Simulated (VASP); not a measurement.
# PbSe (Pm-3m) in VASP: notebook

Runs on PbSe. Level: r2SCAN. Tasks: single point.

Program: VASP 6.6.1. These are calculated values, not measurements. Logs are shortened: lines on timing, memory, paths and dates and some standing lists are left out, and cuts for length are marked.

### 1 The cell of the first run

The structure is cubic, space group Pm-3m (No. 221). The conventional cell has a = 3.784 Å, b = 3.784 Å, c = 3.784 Å, α = 90.00°, β = 90.00°, γ = 90.00°. Within 4.3 Å of Pb (site symmetry m-3m) lie 8 Se at 3.28 Å and 6 Pb at 3.78 Å. Within 4.3 Å of Se (site symmetry m-3m) lie 8 Pb at 3.28 Å and 6 Se at 3.78 Å.

### 2 Single point, r2SCAN

Contents of POSCAR:

```
PbSe
1.0
    3.7843220000      0.0000000000      0.0000000000
    0.0000000000      3.7843220000      0.0000000000
    0.0000000000      0.0000000000      3.7843220000
Pb Se
1 1
Direct
    0.0000000000      0.0000000000      0.0000000000
    0.5000000000      0.5000000000      0.5000000000
```

Contents of INCAR.step1:

```
PREC = Accurate
ENCUT = 550
ISMEAR = -1
SIGMA = 0.05
LREAL = False
LASPH = True
NELM = 120
NBANDS = 17
GGA = PE
ALGO = Normal
EDIFF = 1E-5
LWAVE = True
LCHARG = False
GGA_COMPAT = False
```

Contents of INCAR.step2:

```
PREC = Accurate
ENCUT = 550
EDIFF = 1E-6
ISMEAR = -1
SIGMA = 0.05
LREAL = False
LASPH = True
NELM = 120
ALGO = Normal
ISIF = 2
LWAVE = False
LCHARG = False
METAGGA = R2SCAN
LMIXTAU = True
NBANDS = 17
ISTART = 1
GGA_COMPAT = False
```

Contents of KPOINTS:

```
Automatic mesh
0
Gamma
  2 2 2
```

Potentials or basis: VASP PAW PBE potentials, release 64 (Pb_d, Se).

Started as:

```bash
$ cat potpaw_PBE.64/Pb_d/POTCAR potpaw_PBE.64/Se/POTCAR > POTCAR
$ cp INCAR.step1 INCAR
$ mpirun -np 1 vasp_std > vasp.out
$ cp INCAR.step2 INCAR
$ mpirun -np 1 vasp_std > vasp.out
```

OUTCAR:

```text
PREC = Accurate
   ENCUT = 550
   EDIFF = 1E-6
   ISMEAR = -1
   LREAL = False
   LASPH = True
   NELM = 120
   ISIF = 2
   METAGGA = R2SCAN
   ISTART = 1

 ion  position               nearest neighbor table
   1  0.000  0.000  0.000-   2 3.28   2 3.28   2 3.28   2 3.28   2 3.28   2 3.28   2 3.28   2 3.28

   2  0.500  0.500  0.500-   1 3.28   1 3.28   1 3.28   1 3.28   1 3.28   1 3.28   1 3.28   1 3.28

  LATTYP: Found a simple cubic cell.
 ALAT       =     3.7843220000

  Lattice vectors:

 A1 = (   3.7843220000,   0.0000000000,   0.0000000000)
 A2 = (   0.0000000000,   3.7843220000,   0.0000000000)
 A3 = (   0.0000000000,   0.0000000000,   3.7843220000)

Analysis of symmetry for initial positions (statically):
=====================================================================
 Subroutine PRICEL returns:
 Original cell was already a primitive cell.

 Routine SETGRP: Setting up the symmetry group for a
 simple cubic supercell.

 Subroutine GETGRP returns: Found 48 space group operations
 (whereof 48 operations were pure point group operations)
 out of a pool of 48 trial point group operations.

The static configuration has the point symmetry O_h .

Analysis of symmetry for dynamics (positions and initial velocities):
=====================================================================
 Subroutine PRICEL returns:
 Original cell was already a primitive cell.

 Routine SETGRP: Setting up the symmetry group for a
 simple cubic supercell.

 Subroutine GETGRP returns: Found 48 space group operations
 (whereof 48 operations were pure point group operations)
 out of a pool of 48 trial point group operations.

The dynamic configuration has the point symmetry O_h .

 Subroutine INISYM returns: Found 48 space group operations
 (whereof 48 operations are pure point group operations),
 and found     1 'primitive' translations

----------------------------------------------------------------------------------------

                                     Primitive cell

  volume of cell :      54.1956

  direct lattice vectors                    reciprocal lattice vectors
     3.784322000  0.000000000  0.000000000     0.264248127  0.000000000  0.000000000
     0.000000000  3.784322000  0.000000000     0.000000000  0.264248127  0.000000000
     0.000000000  0.000000000  3.784322000     0.000000000  0.000000000  0.264248127

  length of vectors
     3.784322000  3.784322000  3.784322000     0.264248127  0.264248127  0.264248127

  position of ions in fractional coordinates (direct lattice)
     0.000000000  0.000000000  0.000000000
     0.500000000  0.500000000  0.500000000

  ion indices of the primitive-cell ions
   primitive index   ion index
                 1           1
                 2           2

----------------------------------------------------------------------------------------

 KPOINTS: Automatic mesh

Automatic generation of k-mesh.
 Grid dimensions read from file:
 generate k-points for:    2    2    2

 Generating k-lattice:

  Cartesian coordinates                     Fractional coordinates (reciprocal lattice)
     0.132124063  0.000000000  0.000000000     0.500000000  0.000000000  0.000000000
     0.000000000  0.132124063  0.000000000     0.000000000  0.500000000  0.000000000
     0.000000000  0.000000000  0.132124063     0.000000000  0.000000000  0.500000000

  Length of vectors
     0.132124063  0.132124063  0.132124063

  Shift w.r.t. Gamma in fractional coordinates (k-lattice)
     0.000000000  0.000000000  0.000000000

 Subroutine IBZKPT returns following result:
 ===========================================

 Found      4 irreducible k-points:

 Following reciprocal coordinates:
            Coordinates               Weight
  0.000000  0.000000  0.000000      1.000000
  0.500000  0.000000  0.000000      3.000000
  0.500000  0.500000  0.000000      3.000000
  0.500000  0.500000  0.500000      1.000000
   k-points           NKPTS =      4   k-points in BZ     NKDIM =      4   number of bands    NBANDS=     17
   number of dos      NEDOS =    301   number of ions     NIONS =      2
   total plane-waves  NPLWV =  27000
   dimension x,y,z NGX =    30 NGY =   30 NGZ =   30
   dimension x,y,z NGXF=    60 NGYF=   60 NGZF=   60
   ions per type =               1   1
   NGX,Y,Z   is equivalent  to a cutoff of  13.18, 13.18, 13.18 a.u.
   NGXF,Y,Z  is equivalent  to a cutoff of  26.36, 26.36, 26.36 a.u.
 SYSTEM =  unknown system
   PREC   = accura    normal or accurate (medium, high low for compatibility)
   ISTART =      1    job   : 0-new  1-cont  2-samecut
   ICHARG =      0    charge: 1-file 2-atom 10-const
   ISPIN  =      1    spin polarized calculation?
   LNONCOLLINEAR =      F non collinear calculations
   LSORBIT =      F    spin-orbit coupling
   LASPH  =      T    aspherical Exc in radial PAW
   ENCUT  =  550.0 eV  40.42 Ry    6.36 a.u.   7.24  7.24  7.24*2*pi/ulx,y,z
   NELM   =    120;   NELMIN=  2; NELMDL=  0     # of ELM steps
   EDIFF  = 0.1E-05   stopping-criterion for ELM
   LREAL  =      F    real-space projection
[... 7 lines left out ...]
   TEBEG  =    0.0;   TEEND  =   0.0 temperature during run
   PSTRESS=    0.0 pullay stress
   NELECT =      20.0000    total number of electrons
   NUPDOWN=      -1.0000    fix difference up-down
   EMIN   =  10.00;   EMAX   =-10.00  energy-range for DOS
   EFERMI =   0.00;   METHOD = LEGACY
   ISMEAR =    -1;   SIGMA  =   0.05  broadening in eV -4-tet -1-fermi 0-gaus
   EFERMI_NEDOS =   21; number of points for ismear=-14 and -15
   IALGO  =     38    algorithm
   IMIX   =      4    mixing-type and parameters
     AMIX     =   0.40;   BMIX     =  1.00
     AMIX_MAG =   1.60;   BMIX_MAG =  1.00
  volume/ion in A,a.u.               =      27.10       182.87
  Fermi-wavevector in a.u.,A,eV,Ry     =   1.174258  2.219025 18.760817  1.378881
  Thomas-Fermi vector in A             =   2.310658
   LORBIT       =      0    0 simple, 1 ext, 2 COOP (PROOUT), +10 PAW based schemes
   METAGGA = R2SCAN    functional components
   LHFCALC =     F    Hartree Fock is set to
   AEXX    =    0.0000 exact exchange contribution
   IVDW    =     0    specifies the selected vdW correction
   LEPSILON=     F    determine dielectric tensor
   LRPA    =     F    only Hartree local field effects (RPA)
 non-spin polarized calculation
  energy-cutoff  :      550.00
  volume of cell :       54.20
 maximum number of plane-waves:      1622
 NGX is ok and might be reduce to    30
   NGX = 15   NGY = 15   NGZ = 15

 number of electron      20.0000001 magnetization

 Free energy of the ion-electron system (eV)
  ---------------------------------------------------
  ext. energy  EPLUGINS =         0.00000000
  ---------------------------------------------------
  free energy    TOTEN  =       -70.00134225 eV

  energy without entropy =      -69.94642840  energy(sigma->0) =      -69.97388533

 E-fermi :   4.9227     XC(G=0): -10.4472

 val. band max:        4.8291585502   @ k =   0.5000   0.0000   0.0000
 cond. band min:       4.9735949625   @ k =   0.5000   0.5000   0.0000
 fundamental gap:      0.1444364123
 Fermi energy:         4.9226810466

 k-point     1 :       0.0000    0.0000    0.0000
  band No.  band energies     occupation
      1     -12.2563      2.00000
      2     -12.2563      2.00000
      3     -12.1047      2.00000
      4     -12.1047      2.00000
      5     -12.1047      2.00000
      6      -8.5954      2.00000
      7      -1.9821      2.00000
      8       3.5282      2.00000
      9       3.5282      2.00000
     10       3.5282      2.00000
     11      10.8447      0.00000
     12      10.8447      0.00000
     13      11.6058      0.00000
     14      11.6058      0.00000
     15      11.6058      0.00000
     16      17.4043      0.00000
     17      18.5116      0.00000

 k-point     2 :       0.5000    0.0000    0.0000
  band No.  band energies     occupation
      1     -12.2497      2.00000
      2     -12.1482      2.00000
      3     -12.1482      2.00000
      4     -12.1385      2.00000
      5     -12.1007      2.00000
      6      -7.5620      2.00000
      7      -3.9582      2.00000
      8       4.7199      1.96591
      9       4.7199      1.96591
     10       4.8292      1.73302
     11       5.6297      0.00000
     12       8.8935      0.00000
     13       8.8935      0.00000
     14      12.2759      0.00000
     15      14.2299      0.00000
     16      18.7109      0.00000
     17      19.3421      0.00000

 k-point     3 :       0.5000    0.5000    0.0000
  band No.  band energies     occupation
      1     -12.2440      2.00000
      2     -12.1920      2.00000
      3     -12.1391      2.00000
      4     -12.1391      2.00000
      5     -12.0633      2.00000
      6      -6.9063      2.00000
      7      -2.3904      2.00000
      8       0.7156      2.00000
      9       0.7156      2.00000
     10       4.9736      0.53073
     11       9.5732      0.00000
     12       9.5732      0.00000
     13      10.5264      0.00000
     14      12.6405      0.00000
     15      14.4710      0.00000
     16      14.8505      0.00000
     17      14.8505      0.00000

 k-point     4 :       0.5000    0.5000    0.5000
  band No.  band energies     occupation
      1     -12.1973      2.00000
      2     -12.1973      2.00000
      3     -12.1973      2.00000
      4     -12.0610      2.00000
      5     -12.0610      2.00000
      6      -6.6737      2.00000
      7      -1.3235      2.00000
      8       2.6779      2.00000
      9       2.6779      2.00000
     10       2.6779      2.00000
     11       4.8116      1.80444
     12       4.8116      1.80444
     13       4.8116      1.80444
     14      19.9727      0.00000
     15      19.9727      0.00000
     16      19.9727      0.00000
     17      23.1167      0.00000

------------------------ aborting loop because EDIFF is reached ----------------------------------------

  FORCE on cell =-STRESS in cart. coord.  units (eV):
  Direction    XX          YY          ZZ          XY          YZ          ZX
  --------------------------------------------------------------------------------------
  -------------------------------------------------------------------------------------
  Total        0.6540157      0.6540157      0.6540157      0.0000000      0.0000000      0.0000000
  in kB       19.3345703     19.3345703     19.3345703      0.0000000      0.0000000      0.0000000
  external PRESSURE =      19.3345703 kB  Pullay stress =       0.0000000 kB

 VOLUME and BASIS-vectors are now :
 -----------------------------------------------------------------------------
  energy-cutoff  :      550.00
  volume of cell :       54.20
      direct lattice vectors                 reciprocal lattice vectors
     3.784322000  0.000000000  0.000000000     0.264248127  0.000000000  0.000000000
     0.000000000  3.784322000  0.000000000     0.000000000  0.264248127  0.000000000
     0.000000000  0.000000000  3.784322000     0.000000000  0.000000000  0.264248127

 POSITION                                       TOTAL-FORCE (eV/Angst)
 -----------------------------------------------------------------------------------
      0.00000      0.00000      0.00000         0.000000      0.000000      0.000000
      1.89216      1.89216      1.89216         0.000000      0.000000      0.000000
 -----------------------------------------------------------------------------------
    total drift:                                0.000000     -0.000000     -0.000000

  FREE ENERGIE OF THE ION-ELECTRON SYSTEM (eV)
  ---------------------------------------------------
  free  energy   TOTEN  =       -70.0013422529 eV

  energy  without entropy=      -69.9464284027  energy(sigma->0) =      -69.97388533
```

Wall time 25 s (1 thread of Intel Xeon 6975P-C (Granite Rapids), shared host); peak memory 0.17 GiB.

What came out:

```
Free energy            : -70.0013 eV
Pressure               : 1.9 GPa
Band gap on the k mesh : zero (bands 10 and 11 overlap by 0.16 eV)
```

Levels at points of the mesh, in eV from the Fermi level:
| k point | band 7 | band 8 | band 9 | band 10 | band 11 | band 12 | band 13 | band 14 |
| --- | --- | --- | --- | --- | --- | --- | --- | --- |
| (0.00, 0.00, 0.00) | -6.90 | -1.39 | -1.39 | -1.39 | 5.92 | 5.92 | 6.68 | 6.68 |
| (0.50, 0.00, 0.00) | -8.88 | -0.20 | -0.20 | -0.09 | 0.71 | 3.97 | 3.97 | 7.35 |
| (0.50, 0.50, 0.00) | -7.31 | -4.21 | -4.21 | 0.05 | 4.65 | 4.65 | 5.60 | 7.72 |
| (0.50, 0.50, 0.50) | -6.25 | -2.24 | -2.24 | -2.24 | -0.11 | -0.11 | -0.11 | 15.05 |

Caveat: the k points lie up to 0.83 Å⁻¹ apart; semilocal functionals underestimate gaps, so a narrow gap can read as zero; the PAW data sets were made with another functional, which shifts forces and pressure a little; spin-orbit coupling is left out, which moves the levels of the heavy elements.

### 3 Single point, r2SCAN

POSCAR is that of step 2.

Contents of INCAR.step1:

```
SYSTEM = PbSe
PREC = Accurate ; ENCUT = 550
ISMEAR = -1 ; SIGMA = 0.05
LREAL = .False. ; LASPH = .True.
NELM = 120 ; NBANDS = 17
GGA = PE ; ALGO = Normal
EDIFF = 1E-5 ; LWAVE = .True.
LCHARG = .False. ; GGA_COMPAT = .False.
```

Contents of INCAR.step2:

```
SYSTEM = PbSe
PREC = Accurate ; ENCUT = 550
EDIFF = 1E-6 ; ISMEAR = -1
SIGMA = 0.05 ; LREAL = .False.
LASPH = .True. ; NELM = 120
ALGO = Normal ; ISIF = 2
LWAVE = .False. ; LCHARG = .False.
METAGGA = R2SCAN ; LMIXTAU = .True.
NBANDS = 17 ; ISTART = 1
GGA_COMPAT = .False.
```

Contents of KPOINTS:

```
Automatic mesh
0
Gamma
  3 3 3
  0 0 0
```

Potentials or basis: VASP PAW PBE potentials, release 64 (Pb_d, Se).

Started as:

```bash
$ cat potpaw_PBE.64/Pb_d/POTCAR potpaw_PBE.64/Se/POTCAR > POTCAR
$ cp INCAR.step1 INCAR
$ mpirun -np 1 vasp_std > vasp.out
$ cp INCAR.step2 INCAR
$ mpirun -np 1 vasp_std > vasp.out
```

OUTCAR:

```text
SYSTEM = PbSe
   PREC = Accurate
   ENCUT = 550
   EDIFF = 1E-6
   ISMEAR = -1
   LREAL = .False.
   LASPH = .True.
   NELM = 120
   ISIF = 2
   METAGGA = R2SCAN
   ISTART = 1

 ion  position               nearest neighbor table
   1  0.000  0.000  0.000-   2 3.28   2 3.28   2 3.28   2 3.28   2 3.28   2 3.28   2 3.28   2 3.28

   2  0.500  0.500  0.500-   1 3.28   1 3.28   1 3.28   1 3.28   1 3.28   1 3.28   1 3.28   1 3.28

  LATTYP: Found a simple cubic cell.
 ALAT       =     3.7843220000

  Lattice vectors:

 A1 = (   3.7843220000,   0.0000000000,   0.0000000000)
 A2 = (   0.0000000000,   3.7843220000,   0.0000000000)
 A3 = (   0.0000000000,   0.0000000000,   3.7843220000)

Analysis of symmetry for initial positions (statically):
=====================================================================
 Subroutine PRICEL returns:
 Original cell was already a primitive cell.

 Routine SETGRP: Setting up the symmetry group for a
 simple cubic supercell.

 Subroutine GETGRP returns: Found 48 space group operations
 (whereof 48 operations were pure point group operations)
[... 140 lines left out ...]

  energy without entropy =      -71.41606708  energy(sigma->0) =      -71.41606710

 E-fermi :   5.7627     XC(G=0): -10.4549

 val. band max:        4.8906071713   @ k =   0.3333   0.3333   0.0000
 cond. band min:       6.6492048686   @ k =   0.3333   0.3333   0.3333
 fundamental gap:      1.7585976973
 Fermi energy:         5.7627345615

 k-point     1 :       0.0000    0.0000    0.0000
  band No.  band energies     occupation
      1     -12.4580      2.00000
      2     -12.4580      2.00000
      3     -12.3061      2.00000
      4     -12.3061      2.00000
      5     -12.3061      2.00000
      6      -8.4940      2.00000
[... 57 lines left out ...]
      4     -12.3176      2.00000
      5     -12.3176      2.00000
      6      -6.7915      2.00000
[... 9 lines left out ...]
     16      16.9630      0.00000
     17      20.5568      0.00000

------------------------ aborting loop because EDIFF is reached ----------------------------------------

  FORCE on cell =-STRESS in cart. coord.  units (eV):
  Direction    XX          YY          ZZ          XY          YZ          ZX
  --------------------------------------------------------------------------------------
  -------------------------------------------------------------------------------------
  Total       -0.3292485     -0.3292485     -0.3292485      0.0000000      0.0000000      0.0000000
  in kB       -9.7335247     -9.7335247     -9.7335247      0.0000000      0.0000000      0.0000000
  external PRESSURE =      -9.7335247 kB  Pullay stress =       0.0000000 kB

 VOLUME and BASIS-vectors are now :
 -----------------------------------------------------------------------------
  energy-cutoff  :      550.00
  volume of cell :       54.20
      direct lattice vectors                 reciprocal lattice vectors
     3.784322000  0.000000000  0.000000000     0.264248127  0.000000000  0.000000000
     0.000000000  3.784322000  0.000000000     0.000000000  0.264248127  0.000000000
     0.000000000  0.000000000  3.784322000     0.000000000  0.000000000  0.264248127

 POSITION                                       TOTAL-FORCE (eV/Angst)
 -----------------------------------------------------------------------------------
      0.00000      0.00000      0.00000         0.000000      0.000000      0.000000
      1.89216      1.89216      1.89216         0.000000      0.000000      0.000000
 -----------------------------------------------------------------------------------
    total drift:                                0.000000     -0.000000     -0.000000

  FREE ENERGIE OF THE ION-ELECTRON SYSTEM (eV)
  ---------------------------------------------------
  free  energy   TOTEN  =       -71.4160671223 eV

  energy  without entropy=      -71.4160670784  energy(sigma->0) =      -71.41606710
```

OUTCAR.step1:

```text
SYSTEM = PbSe
   PREC = Accurate
   ENCUT = 550
   ISMEAR = -1
   LREAL = .False.
   LASPH = .True.
[... 279 lines left out ...]
      0.00000      0.00000      0.00000         0.000000      0.000000      0.000000
      1.89216      1.89216      1.89216         0.000000      0.000000      0.000000
 -----------------------------------------------------------------------------------
    total drift:                                0.000000     -0.000000     -0.000000

  FREE ENERGIE OF THE ION-ELECTRON SYSTEM (eV)
  ---------------------------------------------------
  free  energy   TOTEN  =        -7.7098503042 eV

  energy  without entropy=       -7.7098496646  energy(sigma->0) =       -7.70984998
```

It took 16 s on 1 thread of Intel Xeon 6975P-C (Granite Rapids), shared host; peak memory 0.17 GiB.

Results:

- Free energy: -71.4161 eV
- Pressure: -1.0 GPa
- Band gap on the k mesh: 1.76 eV (least direct gap 2.82 eV)

Levels at points of the mesh, in eV from the valence-band top:
```tsv
k point	band 7	band 8	band 9	band 10	band 11	band 12	band 13	band 14
(0.00, 0.00, 0.00)	-6.89	-1.28	-1.28	-1.28	5.98	5.98	6.69	6.69
```

Caveat: the k points lie up to 0.55 Å⁻¹ apart; the PAW data sets were made with another functional, which shifts forces and pressure a little; spin-orbit coupling is left out, which moves the levels of the heavy elements; an odd mesh through Γ misses points on the zone boundary, where band edges can lie.

(Continued in part 2 of 3.)
